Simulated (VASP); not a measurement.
# Te (Fd-3m) in VASP: further runs, part 2 of 3

VASP 6.6.1. The steps go on from the part before.

### 3 Single point, PBE (38.96 Å³/atom)

This run uses another cell than the first one, of 38.96 Å³/atom.

File INCAR:

```
  ALGO = Normal
  EDIFF = 1E-6
  ENCUT = 520
  GGA = PE
  ISIF = 2
  ISMEAR = -1
  LASPH = True
  LCHARG = False
  LREAL = False
  LWAVE = False
  NBANDS = 13
  NELM = 100
  PREC = Accurate
  SIGMA = 0.1
```

File KPOINTS:

```
k-points
0
Gamma
  10 10 10
```

File POSCAR:

```
Te
1.0
    0.0000000000      3.3900597970      3.3900597970
    3.3900597970      0.0000000000      3.3900597970
    3.3900597970      3.3900597970      0.0000000000
Te
2
Direct
   -0.1250000000     -0.1250000000     -0.1250000000
    0.1250000000      0.1250000000      0.1250000000
```

Potentials or basis: VASP PAW PBE potentials, release 64 (Te).

Launch:

```bash
$ cat potpaw_PBE.64/Te/POTCAR > POTCAR
$ mpirun -np 1 vasp_std > vasp.out
```

OUTCAR:

```text
EDIFF = 1E-6
   ENCUT = 520
   GGA = PE
   ISIF = 2
   ISMEAR = -1
   LASPH = True
   LREAL = False
   NELM = 100
   PREC = Accurate

 ion  position               nearest neighbor table
   1  0.875  0.875  0.875-   2 2.94   2 2.94   2 2.94   2 2.94
   2  0.125  0.125  0.125-   1 2.94   1 2.94   1 2.94   1 2.94

  LATTYP: Found a face centered cubic cell.
 ALAT       =     6.7801195940

  Lattice vectors:

 A1 = (   0.0000000000,   3.3900597970,   3.3900597970)
 A2 = (   3.3900597970,   0.0000000000,   3.3900597970)
 A3 = (   3.3900597970,   3.3900597970,   0.0000000000)

Analysis of symmetry for initial positions (statically):
=====================================================================
 Subroutine PRICEL returns:
 Original cell was already a primitive cell.

 Routine SETGRP: Setting up the symmetry group for a
 face centered cubic supercell.

 Subroutine GETGRP returns: Found 48 space group operations
 (whereof 12 operations were pure point group operations)
 out of a pool of 48 trial point group operations.

The static configuration has the point symmetry D_3d.
 The point group associated with its full space group is O_h .

Analysis of symmetry for dynamics (positions and initial velocities):
=====================================================================
 Subroutine PRICEL returns:
 Original cell was already a primitive cell.

 Routine SETGRP: Setting up the symmetry group for a
 face centered cubic supercell.

 Subroutine GETGRP returns: Found 48 space group operations
 (whereof 12 operations were pure point group operations)
 out of a pool of 48 trial point group operations.

The dynamic configuration has the point symmetry D_3d.
 The point group associated with its full space group is O_h .

 Subroutine INISYM returns: Found 48 space group operations
 (whereof 12 operations are pure point group operations),
 and found     1 'primitive' translations

----------------------------------------------------------------------------------------

                                     Primitive cell

  volume of cell :      77.9206

  direct lattice vectors                    reciprocal lattice vectors
     0.000000000  3.390059797  3.390059797    -0.147490024  0.147490024  0.147490024
     3.390059797  0.000000000  3.390059797     0.147490024 -0.147490024  0.147490024
     3.390059797  3.390059797  0.000000000     0.147490024  0.147490024 -0.147490024

  length of vectors
     4.794268542  4.794268542  4.794268542     0.255460215  0.255460215  0.255460215

  position of ions in fractional coordinates (direct lattice)
     0.875000000  0.875000000  0.875000000
     0.125000000  0.125000000  0.125000000

  ion indices of the primitive-cell ions
   primitive index   ion index
                 1           1
                 2           2

----------------------------------------------------------------------------------------

 KPOINTS: k-points

Automatic generation of k-mesh.
 Grid dimensions read from file:
 generate k-points for:   10   10   10

 Generating k-lattice:

  Cartesian coordinates                     Fractional coordinates (reciprocal lattice)
    -0.014749002  0.014749002  0.014749002     0.100000000  0.000000000  0.000000000
     0.014749002 -0.014749002  0.014749002     0.000000000  0.100000000  0.000000000
     0.014749002  0.014749002 -0.014749002     0.000000000  0.000000000  0.100000000

  Length of vectors
     0.025546021  0.025546021  0.025546021

  Shift w.r.t. Gamma in fractional coordinates (k-lattice)
     0.000000000  0.000000000  0.000000000

 Subroutine IBZKPT returns following result:
 ===========================================

 Found     47 irreducible k-points:

 Following reciprocal coordinates:
            Coordinates               Weight
  0.000000  0.000000  0.000000      1.000000
  0.100000  0.000000  0.000000      8.000000
  0.200000  0.000000  0.000000      8.000000
  0.300000  0.000000  0.000000      8.000000
  0.400000  0.000000  0.000000      8.000000
  0.500000  0.000000  0.000000      4.000000
[... 16 lines left out ...]
  0.300000  0.300000  0.000000      6.000000
  0.400000  0.300000  0.000000     24.000000
 [... further k-points ...]
   k-points           NKPTS =     47   k-points in BZ     NKDIM =     47   number of bands    NBANDS=     13
   number of dos      NEDOS =    301   number of ions     NIONS =      2
   total plane-waves  NPLWV =  46656
   dimension x,y,z NGX =    36 NGY =   36 NGZ =   36
   dimension x,y,z NGXF=    72 NGYF=   72 NGZF=   72
   ions per type =               2
   NGX,Y,Z   is equivalent  to a cutoff of  12.48, 12.48, 12.48 a.u.
   NGXF,Y,Z  is equivalent  to a cutoff of  24.97, 24.97, 24.97 a.u.
 SYSTEM =  unknown system
   PREC   = accura    normal or accurate (medium, high low for compatibility)
   ISTART =      0    job   : 0-new  1-cont  2-samecut
   ICHARG =      2    charge: 1-file 2-atom 10-const
   ISPIN  =      1    spin polarized calculation?
   LNONCOLLINEAR =      F non collinear calculations
   LSORBIT =      F    spin-orbit coupling
   LASPH  =      T    aspherical Exc in radial PAW
   ENCUT  =  520.0 eV  38.22 Ry    6.18 a.u.   8.91  8.91  8.91*2*pi/ulx,y,z
   NELM   =    100;   NELMIN=  2; NELMDL= -5     # of ELM steps
   EDIFF  = 0.1E-05   stopping-criterion for ELM
   LREAL  =      F    real-space projection
   EDIFFG = 0.1E-04   stopping-criterion for IOM
   NSW    =      0    number of steps for IOM
   IBRION =     -1    ionic relax: 0-MD 1-quasi-New 2-CG
   NFREE  =      0    steps in history (QN), initial steepest desc. (CG)
   ISIF   =      2    stress and relaxation
   ISYM   =      2    0-nonsym 1-usesym 2-fastsym
   POTIM  = 0.5000    time-step for ionic-motion
   TEBEG  =    0.0;   TEEND  =   0.0 temperature during run
   PSTRESS=    0.0 pullay stress
   NELECT =      12.0000    total number of electrons
   NUPDOWN=      -1.0000    fix difference up-down
   EMIN   =  10.00;   EMAX   =-10.00  energy-range for DOS
   EFERMI =   0.00;   METHOD = LEGACY
   ISMEAR =    -1;   SIGMA  =   0.10  broadening in eV -4-tet -1-fermi 0-gaus
   EFERMI_NEDOS =   21; number of points for ismear=-14 and -15
   IALGO  =     38    algorithm
   IMIX   =      4    mixing-type and parameters
     AMIX     =   0.40;   BMIX     =  1.00
     AMIX_MAG =   1.60;   BMIX_MAG =  1.00
  volume/ion in A,a.u.               =      38.96       262.92
  Fermi-wavevector in a.u.,A,eV,Ry     =   0.877508  1.658250 10.476769  0.770021
  Thomas-Fermi vector in A             =   1.997467
   LORBIT       =      0    0 simple, 1 ext, 2 COOP (PROOUT), +10 PAW based schemes
   GGA     = PE    functional components
[... 5 lines left out ...]
 non-spin polarized calculation
  energy-cutoff  :      520.00
  volume of cell :       77.92
 maximum number of plane-waves:      2120
   NGX = 17   NGY = 17   NGZ = 17

 number of electron      12.0000001 magnetization

 Free energy of the ion-electron system (eV)
  ---------------------------------------------------
  ext. energy  EPLUGINS =         0.00000000
  ---------------------------------------------------
  free energy    TOTEN  =        -5.21527833 eV

  energy without entropy =       -5.15200103  energy(sigma->0) =       -5.18363968

 E-fermi :   4.9685     XC(G=0):  -8.2693

 val. band max:        4.9539184984   @ k =  -0.3000   0.1000   0.0000
 cond. band min:       4.9779897968   @ k =  -0.4000   0.2000   0.1000
 fundamental gap:      0.0240712985
 Fermi energy:         4.9685183286

 k-point     1 :       0.0000    0.0000    0.0000
  band No.  band energies     occupation
      1      -9.0163      2.00000
      2      -3.2170      2.00000
      3       1.4696      2.00000
      4       1.4696      2.00000
      5       1.4696      2.00000
      6       4.0630      1.99977
      7       4.0630      1.99977
      8       4.0630      1.99977
      9       8.5033      0.00000
     10      10.7578      0.00000
     11      10.7578      0.00000
     12      12.3270      0.00000
     13      12.3270      0.00000
[... 353 lines left out ...]
 k-point    24 :       0.4000    0.3000    0.0000
  band No.  band energies     occupation
      1      -7.9145      2.00000
      2      -5.6528      2.00000
      3       0.0735      2.00000
      4       0.2064      2.00000
      5       3.0185      2.00000
      6       3.4352      2.00000
      7       6.5697      0.00000
      8       6.5726      0.00000
      9       9.1587      0.00000
     10      11.1581      0.00000
     11      12.0787      0.00000
     12      13.3653      0.00000
     13      13.7457      0.00000

 [... further k-points ...]
[... 5 lines left out ...]
  --------------------------------------------------------------------------------------
  -------------------------------------------------------------------------------------
  Total        3.2856181      3.2856181      3.2856181      0.0000000     -0.0000000     -0.0000000
  in kB       67.5578150     67.5578150     67.5578150      0.0000000     -0.0000000     -0.0000000
  external PRESSURE =      67.5578150 kB  Pullay stress =       0.0000000 kB

 VOLUME and BASIS-vectors are now :
 -----------------------------------------------------------------------------
  energy-cutoff  :      520.00
  volume of cell :       77.92
      direct lattice vectors                 reciprocal lattice vectors
     0.000000000  3.390059797  3.390059797    -0.147490024  0.147490024  0.147490024
     3.390059797  0.000000000  3.390059797     0.147490024 -0.147490024  0.147490024
     3.390059797  3.390059797  0.000000000     0.147490024  0.147490024 -0.147490024

 POSITION                                       TOTAL-FORCE (eV/Angst)
 -----------------------------------------------------------------------------------
      5.93260      5.93260      5.93260        -0.000000      0.000000     -0.000000
      0.84751      0.84751      0.84751         0.000000     -0.000000      0.000000
 -----------------------------------------------------------------------------------
    total drift:                               -0.000000      0.000000      0.000000

  FREE ENERGIE OF THE ION-ELECTRON SYSTEM (eV)
  ---------------------------------------------------
  free  energy   TOTEN  =        -5.2152783326 eV

  energy  without entropy=       -5.1520010252  energy(sigma->0) =       -5.18363968
```

OSZICAR:

```text
N       E                     dE             d eps       ncg     rms          rms(c)
DAV:   1     0.455431103481E+02    0.45543E+02   -0.43555E+03  1222   0.727E+02
DAV:   2    -0.199716323734E+01   -0.47540E+02   -0.44886E+02  1622   0.108E+02
DAV:   3    -0.515657894392E+01   -0.31594E+01   -0.31255E+01  1562   0.306E+01
DAV:   4    -0.521891573222E+01   -0.62337E-01   -0.62327E-01  1551   0.514E+00
DAV:   5    -0.522036532173E+01   -0.14496E-02   -0.14496E-02  1640   0.749E-01    0.149E+01
DAV:   6    -0.521669488474E+01    0.36704E-02   -0.29786E-03  1473   0.318E-01    0.898E+00
DAV:   7    -0.521525914687E+01    0.14357E-02   -0.51910E-03  1352   0.412E-01    0.900E-02
DAV:   8    -0.521526722650E+01   -0.80796E-05   -0.14729E-04  1462   0.768E-02    0.390E-02
DAV:   9    -0.521527758510E+01   -0.10359E-04   -0.30462E-05  1357   0.319E-02    0.129E-02
DAV:  10    -0.521527833259E+01   -0.74748E-06   -0.67289E-07  1230   0.536E-03
   1 F= -.52152783E+01 E0= -.51836397E+01  d E =-.632773E-01
```

stdout:

```text
POSCAR found type information on POSCAR Te
 POSCAR found :  1 types and       2 ions
 scaLAPACK will be used
 LDA part: xc-table for (Slater+PW92), standard interpolation
 POSCAR, INCAR and KPOINTS ok, starting setup
 FFT: planning ... GRIDC
 FFT: planning ... GRID_SOFT
 FFT: planning ... GRID
 WAVECAR not read
 entering main loop
```

Wall time 29 s (1 thread of Intel Xeon Platinum 8259CL at 2.50GHz (Skylake/Cascade Lake), shared host); peak memory 0.21 GiB.

Results:

```yaml
Free_energy: -5.2153 eV
Pressure: 6.8 GPa
Band_gap_on_the_k_mesh: zero (bands 6 and 7 overlap by 1.19 eV)
```

Caveat: the cell stands under pressure; spin-orbit coupling is left out, which moves the levels of the heavy elements.

[end of part 2 of 3]

The gap in the log of VASP goes by the Fermi energy; the results here count the filled bands.